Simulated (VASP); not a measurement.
# Pb (I4_1/amd) in VASP: single point with PBEsol

Aim: the single point of Pb with PBEsol.

Everything below comes from runs of VASP 6.6.1. Logs are shortened: lines on timing, memory, paths and dates and some standing lists are left out, and cuts for length are marked.

**1. The cell of the first run**

It takes space group I4_1/amd (No. 141, tetragonal). The conventional cell has a = 6.160 Å, b = 6.160 Å, c = 3.360 Å, α = 90.00°, β = 90.00°, γ = 90.00°. Within 4.2 Å of Pb (site symmetry -4m2) lie 10 Pb at 3.19 to 3.98 Å.

**2. Single point, PBEsol**

Input file INCAR:

```
PREC     = Accurate       # precision mode
ENCUT    = 520            # plane-wave cutoff, eV
EDIFF    = 1E-7           # SCF threshold, eV
ISMEAR   = 0              # smearing method
SIGMA    = 0.1            # smearing width, eV
LREAL    = F              # projectors in reciprocal space
LASPH    = T              # aspherical terms in the spheres
NELM     = 100            # most SCF steps
ALGO     = Normal         # electronic algorithm
ISIF     = 2              # what is computed and relaxed
LWAVE    = F              # write WAVECAR
LCHARG   = T              # write CHGCAR
GGA      = PS             # functional
LELF     = T              # ELF
LVHAR    = T            
NBANDS   = 21             # bands
```

Input file KPOINTS:

```
Automatic mesh
0
Gamma
  6 6 6
```

Input file POSCAR:

```
Pb
1.0
   -3.0799865891      3.0799865891      1.6801895393
    3.0799865891     -3.0799865891      1.6801895393
    3.0799865891      3.0799865891     -1.6801895393
Pb
2
Direct
    0.0000000000      0.0000000000      0.0000000000
    0.7500000000      0.2500000000      0.5000000000
```

Potentials or basis: VASP PAW PBE potentials, release 64 (Pb_d).

On the command line:

```bash
$ cat potpaw_PBE.64/Pb_d/POTCAR > POTCAR
$ mpirun -np 1 vasp_std > vasp.out
```

OUTCAR:

```text
PREC = Accurate
   ENCUT = 520
   EDIFF = 1E-7
   ISMEAR = 0
   LREAL = F
   LASPH = T
   NELM = 100
   ISIF = 2
   GGA = PS

 ion  position               nearest neighbor table
   1  0.000  0.000  0.000-   2 3.19   2 3.19   2 3.19   2 3.19   2 3.98   2 3.98   2 3.98   2 3.98

   2  0.750  0.250  0.500-   1 3.19   1 3.19   1 3.19   1 3.19   1 3.98   1 3.98   1 3.98   1 3.98

  LATTYP: Found a body centered tetragonal cell.
 ALAT       =     6.1599731782
 C/A-ratio  =     0.5455184595

  Lattice vectors:

 A1 = (  -3.0799865891,   3.0799865891,   1.6801895393)
 A2 = (   3.0799865891,  -3.0799865891,   1.6801895393)
 A3 = (   3.0799865891,   3.0799865891,  -1.6801895393)

Analysis of symmetry for initial positions (statically):
=====================================================================
 Subroutine PRICEL returns:
 Original cell was already a primitive cell.

 Routine SETGRP: Setting up the symmetry group for a
 body centered tetragonal supercell.

 Subroutine GETGRP returns: Found 16 space group operations
 (whereof  8 operations were pure point group operations)
 out of a pool of 16 trial point group operations.

The static configuration has the point symmetry D_2d.
 The point group associated with its full space group is D_4h.

Analysis of symmetry for dynamics (positions and initial velocities):
=====================================================================
 Subroutine PRICEL returns:
 Original cell was already a primitive cell.

 Routine SETGRP: Setting up the symmetry group for a
 body centered tetragonal supercell.

 Subroutine GETGRP returns: Found 16 space group operations
 (whereof  8 operations were pure point group operations)
 out of a pool of 16 trial point group operations.

The dynamic configuration has the point symmetry D_2d.
 The point group associated with its full space group is D_4h.

 Subroutine INISYM returns: Found 16 space group operations
 (whereof  8 operations are pure point group operations),
 and found     1 'primitive' translations

----------------------------------------------------------------------------------------

                                     Primitive cell

  volume of cell :      63.7552

  direct lattice vectors                    reciprocal lattice vectors
    -3.079986589  3.079986589  1.680189539     0.000000000  0.162338369  0.297585474
     3.079986589 -3.079986589  1.680189539     0.162338369  0.000000000  0.297585474
     3.079986589  3.079986589 -1.680189539     0.162338369  0.162338369  0.000000000

  length of vectors
     4.668583475  4.668583475  4.668583475     0.338985044  0.338985044  0.229581123

  position of ions in fractional coordinates (direct lattice)
     0.000000000  0.000000000  0.000000000
     0.750000000  0.250000000  0.500000000

  ion indices of the primitive-cell ions
   primitive index   ion index
                 1           1
                 2           2

----------------------------------------------------------------------------------------

 KPOINTS: Automatic mesh

Automatic generation of k-mesh.
 Grid dimensions read from file:
 generate k-points for:    6    6    6

 Generating k-lattice:

  Cartesian coordinates                     Fractional coordinates (reciprocal lattice)
     0.000000000  0.027056395  0.049597579     0.166666667  0.000000000  0.000000000
     0.027056395  0.000000000  0.049597579     0.000000000  0.166666667  0.000000000
     0.027056395  0.027056395  0.000000000     0.000000000  0.000000000  0.166666667

  Length of vectors
     0.056497507  0.056497507  0.038263521

  Shift w.r.t. Gamma in fractional coordinates (k-lattice)
     0.000000000  0.000000000  0.000000000

 Subroutine IBZKPT returns following result:
 ===========================================

 Found     30 irreducible k-points:

 Following reciprocal coordinates:
            Coordinates               Weight
  0.000000  0.000000  0.000000      1.000000
  0.166667 -0.000000  0.000000      8.000000
  0.333333  0.000000  0.000000      8.000000
  0.500000  0.000000  0.000000      4.000000
  0.166667  0.166667  0.000000      8.000000
  0.333333  0.166667  0.000000     16.000000
[... 16 lines left out ...]
 -0.333333 -0.333333  0.166667      8.000000
 -0.166667 -0.333333  0.166667      8.000000
 [... further k-points ...]
   k-points           NKPTS =     30   k-points in BZ     NKDIM =     30   number of bands    NBANDS=     21
   number of dos      NEDOS =    301   number of ions     NIONS =      2
   total plane-waves  NPLWV =  46656
   dimension x,y,z NGX =    36 NGY =   36 NGZ =   36
   dimension x,y,z NGXF=    72 NGYF=   72 NGZF=   72
   ions per type =               2
   NGX,Y,Z   is equivalent  to a cutoff of  12.82, 12.82, 12.82 a.u.
   NGXF,Y,Z  is equivalent  to a cutoff of  25.64, 25.64, 25.64 a.u.
 SYSTEM =  unknown system
   PREC   = accura    normal or accurate (medium, high low for compatibility)
   ISTART =      0    job   : 0-new  1-cont  2-samecut
   ICHARG =      2    charge: 1-file 2-atom 10-const
   ISPIN  =      1    spin polarized calculation?
   LNONCOLLINEAR =      F non collinear calculations
   LSORBIT =      F    spin-orbit coupling
   LASPH  =      T    aspherical Exc in radial PAW
   ENCUT  =  520.0 eV  38.22 Ry    6.18 a.u.   8.68  8.68  8.68*2*pi/ulx,y,z
   NELM   =    100;   NELMIN=  2; NELMDL= -5     # of ELM steps
   EDIFF  = 0.1E-06   stopping-criterion for ELM
   LREAL  =      F    real-space projection
   EDIFFG = 0.1E-05   stopping-criterion for IOM
   NSW    =      0    number of steps for IOM
   IBRION =     -1    ionic relax: 0-MD 1-quasi-New 2-CG
   NFREE  =      0    steps in history (QN), initial steepest desc. (CG)
   ISIF   =      2    stress and relaxation
   ISYM   =      2    0-nonsym 1-usesym 2-fastsym
   POTIM  = 0.5000    time-step for ionic-motion
   TEBEG  =    0.0;   TEEND  =   0.0 temperature during run
   PSTRESS=    0.0 pullay stress
   NELECT =      28.0000    total number of electrons
   NUPDOWN=      -1.0000    fix difference up-down
   EMIN   =  10.00;   EMAX   =-10.00  energy-range for DOS
   EFERMI =   0.00;   METHOD = LEGACY
   ISMEAR =     0;   SIGMA  =   0.10  broadening in eV -4-tet -1-fermi 0-gaus
   EFERMI_NEDOS =   21; number of points for ismear=-14 and -15
   IALGO  =     38    algorithm
   IMIX   =      4    mixing-type and parameters
     AMIX     =   0.40;   BMIX     =  1.00
     AMIX_MAG =   1.60;   BMIX_MAG =  1.00
  volume/ion in A,a.u.               =      31.88       215.12
  Fermi-wavevector in a.u.,A,eV,Ry     =   1.244387  2.351551 21.068615  1.548500
  Thomas-Fermi vector in A             =   2.378656
   LORBIT       =      0    0 simple, 1 ext, 2 COOP (PROOUT), +10 PAW based schemes
   GGA     = PS    functional components
   LHFCALC =     F    Hartree Fock is set to
   AEXX    =    0.0000 exact exchange contribution
   IVDW    =     0    specifies the selected vdW correction
   LEPSILON=     F    determine dielectric tensor
   LRPA    =     F    only Hartree local field effects (RPA)
 non-spin polarized calculation
 Gauss-broadening in eV      SIGMA  =   0.10
  energy-cutoff  :      520.00
  volume of cell :       63.76
 maximum number of plane-waves:      1747
   NGX = 17   NGY = 17   NGZ = 17

 number of electron      28.0000005 magnetization

 Free energy of the ion-electron system (eV)
  ---------------------------------------------------
  ext. energy  EPLUGINS =         0.00000000
  ---------------------------------------------------
  free energy    TOTEN  =        -7.70285191 eV

  energy without entropy =       -7.69039478  energy(sigma->0) =       -7.69662335

 E-fermi :   6.3582     XC(G=0): -10.0448

 val. band max:        6.3399819851   @ k =   0.3333   0.0000   0.0000
 cond. band min:       6.4206769479   @ k =  -0.1667   0.3333   0.1667
 fundamental gap:      0.0806949628
 Fermi energy:         6.3581642342

 k-point     1 :       0.0000    0.0000    0.0000
  band No.  band energies     occupation
      1     -10.7662      2.00000
      2     -10.6293      2.00000
      3     -10.5939      2.00000
      4     -10.5656      2.00000
      5     -10.3298      2.00000
      6     -10.3298      2.00000
[... 13 lines left out ...]
     20      15.3433      0.00000
     21      16.7741      0.00000

 k-point     2 :       0.1667   -0.0000    0.0000
  band No.  band energies     occupation
      1     -10.7411      2.00000
      2     -10.5639      2.00000
      3     -10.5598      2.00000
      4     -10.4810      2.00000
      5     -10.3815      2.00000
      6     -10.3583      2.00000
[... 13 lines left out ...]
     20      14.3832      0.00000
     21      14.6355      0.00000

 k-point     3 :       0.3333    0.0000    0.0000
  band No.  band energies     occupation
      1     -10.6877      2.00000
      2     -10.5174      2.00000
      3     -10.4987      2.00000
      4     -10.4769      2.00000
      5     -10.4411      2.00000
      6     -10.3779      2.00000
[... 13 lines left out ...]
     20      13.1287      0.00000
     21      15.3790      0.00000

 k-point     4 :       0.5000    0.0000    0.0000
  band No.  band energies     occupation
      1     -10.6564      2.00000
      2     -10.5523      2.00000
      3     -10.5324      2.00000
      4     -10.4782      2.00000
      5     -10.4195      2.00000
      6     -10.4048      2.00000
[... 13 lines left out ...]
     20      15.5814      0.00000
     21      15.7277      0.00000

 k-point     5 :       0.1667    0.1667    0.0000
  band No.  band energies     occupation
      1     -10.7062      2.00000
      2     -10.5189      2.00000
      3     -10.5104      2.00000
      4     -10.4327      2.00000
      5     -10.4166      2.00000
      6     -10.4010      2.00000
[... 13 lines left out ...]
     20      13.5819      0.00000
     21      13.9231      0.00000
[... 382 lines left out ...]
     20      16.2197      0.00000
     21      17.5289      0.00000

 k-point    22 :      -0.1667    0.5000    0.1667
  band No.  band energies     occupation
      1     -10.6323      2.00000
      2     -10.5321      2.00000
      3     -10.4876      2.00000
      4     -10.4677      2.00000
      5     -10.4062      2.00000
      6     -10.3804      2.00000
[... 13 lines left out ...]
     20      16.0097      0.00000
     21      16.1501      0.00000

 k-point    23 :      -0.3333   -0.3333    0.1667
  band No.  band energies     occupation
      1     -10.6349      2.00000
      2     -10.5272      2.00000
      3     -10.4476      2.00000
      4     -10.4233      2.00000
      5     -10.4139      2.00000
      6     -10.3830      2.00000
[... 13 lines left out ...]
     20      15.6807      0.00000
     21      16.8366      0.00000

 k-point    24 :      -0.1667   -0.3333    0.1667
  band No.  band energies     occupation
      1     -10.6733      2.00000
      2     -10.5182      2.00000
      3     -10.5026      2.00000
      4     -10.4624      2.00000
      5     -10.4323      2.00000
      6     -10.4010      2.00000
[... 13 lines left out ...]
     20      15.1379      0.00000
     21      16.7213      0.00000

 [... further k-points ...]
[... 5 lines left out ...]
  --------------------------------------------------------------------------------------
  -------------------------------------------------------------------------------------
  Total       -0.2723256     -0.2723256     -0.6647162      0.0000000      0.0000000      0.0000000
  in kB       -6.8435766     -6.8435766    -16.7044021      0.0000000      0.0000000      0.0000000
  external PRESSURE =     -10.1305184 kB  Pullay stress =       0.0000000 kB

 VOLUME and BASIS-vectors are now :
 -----------------------------------------------------------------------------
  energy-cutoff  :      520.00
  volume of cell :       63.76
      direct lattice vectors                 reciprocal lattice vectors
    -3.079986589  3.079986589  1.680189539     0.000000000  0.162338369  0.297585474
     3.079986589 -3.079986589  1.680189539     0.162338369  0.000000000  0.297585474
     3.079986589  3.079986589 -1.680189539     0.162338369  0.162338369  0.000000000

 POSITION                                       TOTAL-FORCE (eV/Angst)
 -----------------------------------------------------------------------------------
      0.00000      0.00000      0.00000         0.000000     -0.000000      0.000000
     -0.00000      3.07999      0.84009        -0.000000      0.000000     -0.000000
 -----------------------------------------------------------------------------------
    total drift:                               -0.000000      0.000000     -0.000000

  FREE ENERGIE OF THE ION-ELECTRON SYSTEM (eV)
  ---------------------------------------------------
  free  energy   TOTEN  =        -7.7028519106 eV

  energy  without entropy=       -7.6903947840  energy(sigma->0) =       -7.69662335
```

Wall time 65 s (1 thread of AMD EPYC 7R13, shared host); peak memory 0.19 GiB.

Results:

```yaml
Free_energy: -7.7029 eV
Pressure: -1.0 GPa
Band_gap_on_the_k_mesh: zero (band 14 reaches 7.29 eV, above the bottom of band 15 at 4.17 eV)
```

Levels at points of the mesh, in eV from the Fermi level:
```csv
k point,band 12,band 13,band 14,band 15,band 16,band 17
"(0.00, 0.00, 0.00)",-5.84,-1.59,-1.59,3.71,5.77,5.77
"(0.50, 0.00, 0.00)",-6.44,-2.77,-1.34,-0.79,2.57,2.82
"(0.50, 0.50, 0.00)",-9.50,0.93,0.93,1.01,1.01,5.55
"(0.50, 0.50, 0.50)",-8.63,-4.09,-4.09,4.86,4.86,8.59
```

Caveat: the PAW data sets were made with another functional, which shifts forces and pressure a little; spin-orbit coupling is left out, which moves the levels of the heavy elements.
